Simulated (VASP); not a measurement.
# In2As2F in VASP: a series of runs

In2As2F is run at these levels: PBE+D3(BJ); tasks: single point.

Program: VASP 6.6.1. These are calculated values, not measurements. Logs are shortened: lines on timing, memory, paths and dates and some standing lists are left out, and cuts for length are marked.

## (1) The cell of the first run

The cell holds a slab with vacuum, 5 atoms: a = 4.322 Å, b = 4.322 Å, c = 21.739 Å, α = 90.00°, β = 90.00°, γ = 120.00°.

## (2) Single point, PBE+D3(BJ)

The input, INCAR:

```
SYSTEM = In2As2F
PREC     = Accurate       ! precision mode
ENCUT    = 520            ! plane-wave cutoff, eV
EDIFF    = 1E-6           ! SCF threshold, eV
ISMEAR   = 0              ! smearing method
SIGMA    = 0.1            ! smearing width, eV
LREAL    = .False.        ! projectors in reciprocal space
LASPH    = .True.         ! aspherical terms in the spheres
NELM     = 60             ! most SCF steps
ALGO     = Normal         ! electronic algorithm
ISIF     = 2              ! what is computed and relaxed
LWAVE    = .False.        ! write WAVECAR
LCHARG   = .True.         ! write CHGCAR
LDIPOL   = .True.       
IDIPOL   = 3            
DIPOL    = 0.5 0.5 0.331
GGA      = PE             ! functional
IVDW     = 12             ! dispersion correction
LELF     = .True.         ! ELF
LVHAR    = .True.       
LVACPOTAV= .True.       
NBANDS   = 30             ! bands
```

The input, KPOINTS:

```
regular mesh
0
Gamma
  6 6 1
  0 0 0
```

The input, POSCAR:

```
In2As2F
1.0
    4.3220706728      0.0000000000      0.0000000000
   -2.1610353364      3.7430229996      0.0000000000
    0.0000000000      0.0000000000     21.7386927254
As In F
2 2 1
Direct
    0.0000000000      0.0000000000      0.1840037048
    0.3333333333      0.6666666667      0.3557112061
    0.3333333333      0.6666666667      0.2245875152
    0.6666666667      0.3333333333      0.3881876814
    1.5555555556      0.7777777778      0.5031899969
```

Potentials or basis: VASP PAW PBE potentials, release 64 (As, In_d, F).

Run with:

```
$ cat potpaw_PBE.64/As/POTCAR potpaw_PBE.64/In_d/POTCAR potpaw_PBE.64/F/POTCAR > POTCAR
$ mpirun -np 1 vasp_std > vasp.out
```

OUTCAR:

```text
SYSTEM = In2As2F
   PREC = Accurate
   ENCUT = 520
   EDIFF = 1E-6
   ISMEAR = 0
   LREAL = .False.
   LASPH = .True.
   NELM = 60
   ISIF = 2
   GGA = PE
   IVDW = 12
 IVDW          = 12

 ion  position               nearest neighbor table
   1  0.000  0.000  0.184-   3 2.65   3 2.65   3 2.65
   2  0.333  0.667  0.356-   4 2.59   4 2.59   4 2.59   3 2.85
   3  0.333  0.667  0.225-   1 2.65   1 2.65   1 2.65   2 2.85
   4  0.667  0.333  0.388-   2 2.59   2 2.59   2 2.59
   5  0.556  0.778  0.503-

  LATTYP: Found a hexagonal cell.
 ALAT       =     4.3220706728
 C/A-ratio  =     5.0296939525

  Lattice vectors:

 A1 = (   4.3220706728,   0.0000000000,   0.0000000000)
 A2 = (  -2.1610353364,   3.7430229996,   0.0000000000)
 A3 = (   0.0000000000,   0.0000000000,  21.7386927254)

Analysis of symmetry for initial positions (statically):
=====================================================================
 Subroutine PRICEL returns:
 Original cell was already a primitive cell.

 Routine SETGRP: Setting up the symmetry group for a
 hexagonal supercell.

 Subroutine GETGRP returns: Found  2 space group operations
 (whereof  2 operations were pure point group operations)
 out of a pool of 24 trial point group operations.

The static configuration has the point symmetry C_1h.

Analysis of symmetry for dynamics (positions and initial velocities):
=====================================================================
 Subroutine PRICEL returns:
 Original cell was already a primitive cell.

 Routine SETGRP: Setting up the symmetry group for a
 hexagonal supercell.

 Subroutine GETGRP returns: Found  2 space group operations
 (whereof  2 operations were pure point group operations)
 out of a pool of 24 trial point group operations.

The dynamic configuration has the point symmetry C_1h.

 Subroutine INISYM returns: Found  2 space group operations
 (whereof  2 operations are pure point group operations),
 and found     1 'primitive' translations

----------------------------------------------------------------------------------------

                                     Primitive cell

  volume of cell :     351.6801

  direct lattice vectors                    reciprocal lattice vectors
     4.322070673  0.000000000  0.000000000     0.231370580  0.133581867  0.000000000
    -2.161035336  3.743023000  0.000000000     0.000000000  0.267163734  0.000000000
     0.000000000  0.000000000 21.738692725     0.000000000  0.000000000  0.046000926

  length of vectors
     4.322070673  4.322070673 21.738692725     0.267163734  0.267163734  0.046000926

  position of ions in fractional coordinates (direct lattice)
     0.000000000  0.000000000  0.184003705
     0.333333333  0.666666667  0.355711206
     0.333333333  0.666666667  0.224587515
     0.666666667  0.333333333  0.388187681
     0.555555556  0.777777778  0.503189997

  ion indices of the primitive-cell ions
   primitive index   ion index
                 1           1
                 2           2
                 3           3
                 4           4
                 5           5

----------------------------------------------------------------------------------------

 KPOINTS: regular mesh

Automatic generation of k-mesh.
 Grid dimensions read from file:
 generate k-points for:    6    6    1

 Generating k-lattice:

  Cartesian coordinates                     Fractional coordinates (reciprocal lattice)
     0.038561763  0.022263644  0.000000000     0.166666667  0.000000000  0.000000000
     0.000000000  0.044527289  0.000000000     0.000000000  0.166666667  0.000000000
     0.000000000  0.000000000  0.046000926     0.000000000  0.000000000  1.000000000

  Length of vectors
     0.044527289  0.044527289  0.046000926

  Shift w.r.t. Gamma in fractional coordinates (k-lattice)
     0.000000000  0.000000000  0.000000000

 Subroutine IBZKPT returns following result:
 ===========================================

 Found     13 irreducible k-points:

 Following reciprocal coordinates:
            Coordinates               Weight
  0.000000  0.000000  0.000000      1.000000
  0.166667  0.000000  0.000000      2.000000
  0.000000  0.166667  0.000000      4.000000
  0.333333  0.000000  0.000000      2.000000
  0.000000  0.333333  0.000000      4.000000
  0.500000  0.000000  0.000000      1.000000
  0.000000  0.500000  0.000000      2.000000
  0.166667  0.166667  0.000000      4.000000
 -0.166667  0.333333  0.000000      2.000000
  0.333333  0.166667  0.000000      4.000000
 -0.166667  0.500000  0.000000      4.000000
  0.500000  0.333333  0.000000      4.000000
  0.333333  0.333333  0.000000      2.000000
   k-points           NKPTS =     13   k-points in BZ     NKDIM =     13   number of bands    NBANDS=     30
   number of dos      NEDOS =    301   number of ions     NIONS =      5
   total plane-waves  NPLWV = 165888
   dimension x,y,z NGX =    32 NGY =   32 NGZ =  162
   dimension x,y,z NGXF=    64 NGYF=   64 NGZF=  324
   ions per type =               2   2   1
   NGX,Y,Z   is equivalent  to a cutoff of  12.31, 12.31, 12.39 a.u.
   NGXF,Y,Z  is equivalent  to a cutoff of  24.62, 24.62, 24.78 a.u.
 SYSTEM =  In2As2F
   PREC   = accura    normal or accurate (medium, high low for compatibility)
   ISTART =      0    job   : 0-new  1-cont  2-samecut
   ICHARG =      2    charge: 1-file 2-atom 10-const
   ISPIN  =      1    spin polarized calculation?
   LNONCOLLINEAR =      F non collinear calculations
   LSORBIT =      F    spin-orbit coupling
   LASPH  =      T    aspherical Exc in radial PAW
   ENCUT  =  520.0 eV  38.22 Ry    6.18 a.u.   8.04  8.04 40.42*2*pi/ulx,y,z
   NELM   =     60;   NELMIN=  2; NELMDL= -5     # of ELM steps
   EDIFF  = 0.1E-05   stopping-criterion for ELM
   LREAL  =      F    real-space projection
   EDIFFG = 0.1E-04   stopping-criterion for IOM
   NSW    =      0    number of steps for IOM
   IBRION =     -1    ionic relax: 0-MD 1-quasi-New 2-CG
   NFREE  =      0    steps in history (QN), initial steepest desc. (CG)
   ISIF   =      2    stress and relaxation
   ISYM   =      2    0-nonsym 1-usesym 2-fastsym
   POTIM  = 0.5000    time-step for ionic-motion
   TEBEG  =    0.0;   TEEND  =   0.0 temperature during run
   PSTRESS=    0.0 pullay stress
   NELECT =      43.0000    total number of electrons
   NUPDOWN=      -1.0000    fix difference up-down
   EMIN   =  10.00;   EMAX   =-10.00  energy-range for DOS
   EFERMI =   0.00;   METHOD = LEGACY
   ISMEAR =     0;   SIGMA  =   0.10  broadening in eV -4-tet -1-fermi 0-gaus
   EFERMI_NEDOS =   21; number of points for ismear=-14 and -15
   IALGO  =     38    algorithm
   IMIX   =      4    mixing-type and parameters
     AMIX     =   0.40;   BMIX     =  1.00
     AMIX_MAG =   1.60;   BMIX_MAG =  1.00
  volume/ion in A,a.u.               =      70.34       474.65
  Fermi-wavevector in a.u.,A,eV,Ry     =   0.812547  1.535491  8.983006  0.660232
  Thomas-Fermi vector in A             =   1.922109
   LORBIT       =      0    0 simple, 1 ext, 2 COOP (PROOUT), +10 PAW based schemes
   GGA     = PE    functional components
   LHFCALC =     F    Hartree Fock is set to
   AEXX    =    0.0000 exact exchange contribution
   IVDW    =    12    specifies the selected vdW correction
   LEPSILON=     F    determine dielectric tensor
   LRPA    =     F    only Hartree local field effects (RPA)
 non-spin polarized calculation
 Gauss-broadening in eV      SIGMA  =   0.10
  energy-cutoff  :      520.00
  volume of cell :      351.68
 maximum number of plane-waves:      9486
   NGX = 17   NGY = 17   NGZ = 81

 number of electron      42.9999987 magnetization

 dipolmoment           0.000000      0.000000      0.400123 electrons x Angstroem

 Free energy of the ion-electron system (eV)
  ---------------------------------------------------
  ext. energy  EPLUGINS =         0.00000000
  ---------------------------------------------------
  free energy    TOTEN  =       -16.32065945 eV

  energy without entropy =      -16.26103054  energy(sigma->0) =      -16.29084499

 E-fermi :  -3.9072     XC(G=0):  -3.8869

 val. band max:       -3.9183508266   @ k =   0.0000   0.3333   0.0000
 cond. band min:      -3.9009879827   @ k =   0.0000   0.1667   0.0000
 fundamental gap:      0.0173628439
 Fermi energy:        -3.9071538405

 k-point     1 :       0.0000    0.0000    0.0000
  band No.  band energies     occupation
      1     -22.7436      2.00000
      2     -18.3287      2.00000
      3     -18.2564      2.00000
      4     -18.2541      2.00000
      5     -18.1684      2.00000
      6     -18.1599      2.00000
[... 22 lines left out ...]
     29       1.1716      0.00000
     30       1.1848      0.00000

 k-point     2 :       0.1667    0.0000    0.0000
  band No.  band energies     occupation
      1     -22.7422      2.00000
      2     -18.3412      2.00000
      3     -18.2528      2.00000
      4     -18.2446      2.00000
      5     -18.1716      2.00000
      6     -18.1564      2.00000
[... 22 lines left out ...]
     29       1.6232      0.00000
     30       1.9557      0.00000

 k-point     3 :       0.0000    0.1667    0.0000
  band No.  band energies     occupation
      1     -22.7421      2.00000
      2     -18.3420      2.00000
      3     -18.2509      2.00000
      4     -18.2469      2.00000
      5     -18.1673      2.00000
      6     -18.1597      2.00000
[... 22 lines left out ...]
     29       1.6235      0.00000
     30       1.9340      0.00000

 k-point     4 :       0.3333    0.0000    0.0000
  band No.  band energies     occupation
      1     -22.7392      2.00000
      2     -18.3734      2.00000
      3     -18.2387      2.00000
      4     -18.2294      2.00000
      5     -18.1765      2.00000
      6     -18.1452      2.00000
[... 22 lines left out ...]
     29       2.5387      0.00000
     30       3.1538      0.00000

 k-point     5 :       0.0000    0.3333    0.0000
  band No.  band energies     occupation
      1     -22.7390      2.00000
      2     -18.3749      2.00000
      3     -18.2364      2.00000
      4     -18.2341      2.00000
      5     -18.1701      2.00000
      6     -18.1484      2.00000
[... 22 lines left out ...]
     29       2.5623      0.00000
     30       3.1752      0.00000
[... 163 lines left out ...]
     29       2.8330      0.00000
     30       3.0836      0.00000

 k-point    11 :      -0.1667    0.5000    0.0000
  band No.  band energies     occupation
      1     -22.7374      2.00000
      2     -18.3852      2.00000
      3     -18.2352      2.00000
      4     -18.2276      2.00000
      5     -18.1686      2.00000
      6     -18.1462      2.00000
[... 22 lines left out ...]
     29       2.8830      0.00000
     30       3.0828      0.00000

 k-point    12 :       0.5000    0.3333    0.0000
  band No.  band energies     occupation
      1     -22.7375      2.00000
      2     -18.3851      2.00000
      3     -18.2346      2.00000
      4     -18.2268      2.00000
      5     -18.1706      2.00000
      6     -18.1453      2.00000
[... 22 lines left out ...]
     29       2.8448      0.00000
     30       3.0894      0.00000

 k-point    13 :       0.3333    0.3333    0.0000
  band No.  band energies     occupation
      1     -22.7367      2.00000
      2     -18.3864      2.00000
      3     -18.2313      2.00000
      4     -18.2269      2.00000
      5     -18.1674      2.00000
      6     -18.1500      2.00000
[... 22 lines left out ...]
     29       3.0916      0.00000
     30       3.2147      0.00000

------------------------ aborting loop because EDIFF is reached ----------------------------------------

 Edisp (eV)   -0.89032

 E8    (eV) :    -0.4213

  FORCE on cell =-STRESS in cart. coord.  units (eV):
  Direction    XX          YY          ZZ          XY          YZ          ZX
  --------------------------------------------------------------------------------------
  -------------------------------------------------------------------------------------
  Total       0.03111    -0.52710    -4.74158     0.48343     0.11125     0.19268
  in kB       0.14174    -2.40135   -21.60159     2.20238     0.50682     0.87783
  external pressure =       -7.95 kB  Pullay stress =        0.00 kB

 VOLUME and BASIS-vectors are now :
 -----------------------------------------------------------------------------
  energy-cutoff  :      520.00
  volume of cell :      351.68
      direct lattice vectors                 reciprocal lattice vectors
     4.322070673  0.000000000  0.000000000     0.231370580  0.133581867  0.000000000
    -2.161035336  3.743023000  0.000000000     0.000000000  0.267163734  0.000000000
     0.000000000  0.000000000 21.738692725     0.000000000  0.000000000  0.046000926

 POSITION                                       TOTAL-FORCE (eV/Angst)
 -----------------------------------------------------------------------------------
      0.00000      0.00000      4.00000        -0.000297     -0.000172      0.059718
     -0.00000      2.49535      7.73270        -0.033167     -0.019149     -0.310145
     -0.00000      2.49535      4.88224        -0.002525     -0.001458      0.306526
      2.16104      1.24767      8.43869        -0.028686     -0.016562      1.373494
      0.72035      2.91124     10.93869         0.064675      0.037340     -1.429592
 -----------------------------------------------------------------------------------
    total drift:                                0.001082      0.000625     -0.000691

  FREE ENERGIE OF THE ION-ELECTRON SYSTEM (eV)
  ---------------------------------------------------
  free  energy   TOTEN  =       -17.2109822004 eV

  energy  without entropy=      -17.1513532935  energy(sigma->0) =      -17.18116775

 vacuum level on the upper side and lower side of the slab         6.109         1.633
```

Wall time 2.7 min (1 thread of Intel Xeon 6975P-C (Granite Rapids), shared host); peak memory 0.46 GiB.

Results:

| Item | Value |
| --- | --- |
| Free energy | -17.2110 eV |
| Largest force | 1.432 eV/Å |
| Dispersion energy per atom | -0.178 eV |

Forces on the atoms (eV/Å):
```
As   0.000  0.000  0.060
As  -0.033 -0.019 -0.310
In  -0.003 -0.001  0.307
In  -0.029 -0.017  1.373
F    0.065  0.037 -1.430
```

Levels at points of the mesh, in eV from the Fermi level:
| k point | band 19 | band 20 | band 21 | band 22 | band 23 | band 24 | band 25 | band 26 |
| --- | --- | --- | --- | --- | --- | --- | --- | --- |
| (0.00, 0.00, 0.00) | -0.09 | -0.07 | 0.23 | 0.23 | 0.80 | 1.33 | 3.90 | 4.66 |
| (0.50, 0.00, 0.00) | -0.66 | -0.25 | -0.16 | -0.15 | 1.64 | 2.42 | 2.87 | 4.03 |
| (0.00, 0.50, 0.00) | -0.63 | -0.36 | -0.15 | -0.12 | 1.71 | 2.38 | 2.95 | 3.95 |

Caveat: spin-orbit coupling is left out, which moves the levels of the heavy elements; an odd number of electrons without spin polarisation forces a metal; a magnetic or distorted state may lie lower.

## (3) Single point, PBE+D3(BJ)

The input, INCAR:

```
SYSTEM = In2As2F
PREC = Accurate
ENCUT = 520
EDIFF = 1E-6
ISMEAR = 0
SIGMA = 0.1
LREAL = .False.
LASPH = .True.
NELM = 100
ALGO = Normal
ISIF = 2
LWAVE = .False.
LCHARG = .False.
LDIPOL = .True.
IDIPOL = 3
DIPOL = 0.5 0.5 0.331
GGA = PE
IVDW = 12
NBANDS = 30
```

The input, KPOINTS:

```
Automatic mesh
0
Gamma
  6 6 1
  0 0 0
```

POSCAR, as its differences from that of step 2:

```diff
@@ -12,2 +12,2 @@
     0.6666666667      0.3333333333      0.3881876814
-    1.5555555556      0.7777777778      0.5031899969
+    0.7777777778      0.5555555556      0.5031899969
```

Potentials or basis: VASP PAW PBE potentials, release 64 (As, In_d, F).

Run with:

```
$ cat potpaw_PBE.64/As/POTCAR potpaw_PBE.64/In_d/POTCAR potpaw_PBE.64/F/POTCAR > POTCAR
$ mpirun -np 1 vasp_std > vasp.out
```

Wall time 2.7 min (1 thread of Intel Xeon 6975P-C (Granite Rapids), shared host); peak memory 0.46 GiB.

The run converged. Its results:

```
Free energy                : -17.7805 eV
Largest force              : 2.472 eV/Å
Dispersion energy per atom : -0.177 eV
```

Forces on the atoms (eV/Å):
```
As   0.000  0.007  0.002
As   0.000  0.046 -0.693
In   0.000 -0.007  0.503
In   0.000  0.506  2.420
F    0.000 -0.551 -2.232
```

Levels at points of the mesh, in eV from the Fermi level:
```tsv
k point	band 19	band 20	band 21	band 22	band 23	band 24	band 25	band 26
(0.00, 0.00, 0.00)	-0.09	-0.07	0.26	0.26	1.00	1.36	4.35	4.89
(0.50, 0.00, 0.00)	-0.83	-0.35	-0.16	-0.14	2.10	2.51	3.27	4.22
(0.00, 0.50, 0.00)	-0.87	-0.29	-0.15	-0.14	2.26	2.50	3.11	4.17
```

Caveat: spin-orbit coupling is left out, which moves the levels of the heavy elements; an odd number of electrons without spin polarisation forces a metal; a magnetic or distorted state may lie lower.

## (4) Single point, PBE+D3(BJ)

The input, INCAR:

```
SYSTEM = In2As2F
PREC = Accurate ; ENCUT = 520
EDIFF = 1E-7 ; ISMEAR = 0
SIGMA = 0.1 ; LREAL = .False.
LASPH = .True. ; NELM = 100
ALGO = Normal ; ISIF = 2
LWAVE = .False. ; LCHARG = .False.
LDIPOL = .True. ; IDIPOL = 3
DIPOL = 0.5 0.5 0.331 ; GGA = PE
IVDW = 12 ; NBANDS = 30
```

KPOINTS is that of step 3.

POSCAR, as its differences from that of step 3:

```diff
@@ -12,2 +12,2 @@
     0.6666666667      0.3333333333      0.3881876814
-    0.7777777778      0.5555555556      0.5031899969
+    0.8888888889      0.4444444444      0.5031899969
```

Run with:

```
$ cat potpaw_PBE.64/As/POTCAR potpaw_PBE.64/In_d/POTCAR potpaw_PBE.64/F/POTCAR > POTCAR
$ mpirun -np 1 vasp_std > vasp.out
```

Run time: 3 min. Hardware: 1 thread of Intel Xeon 6975P-C (Granite Rapids), shared host; peak memory 0.46 GiB.

Results (log left out):

* Free energy: -17.7887 eV
* Largest force: 2.468 eV/Å
* Dispersion energy per atom: -0.177 eV

Forces on the atoms (eV/Å):
```
As   0.003  0.002  0.017
As   0.073  0.042 -0.656
In  -0.005 -0.003  0.478
In   0.390  0.225  2.427
F   -0.460 -0.265 -2.266
```

Levels at points of the mesh, in eV from the Fermi level:
```
           k point  band 19  band 20  band 21  band 22  band 23  band 24  band 25  band 26
(0.00, 0.00, 0.00)    -0.09    -0.08     0.25     0.26     0.98     1.36     4.34     4.89
(0.50, 0.00, 0.00)    -0.88    -0.41    -0.17    -0.11     2.05     2.49     3.34     4.19
(0.00, 0.50, 0.00)    -0.84    -0.32    -0.18    -0.13     2.17     2.49     3.13     4.19
```

Caveat: spin-orbit coupling is left out, which moves the levels of the heavy elements; an odd number of electrons without spin polarisation forces a metal; a magnetic or distorted state may lie lower.
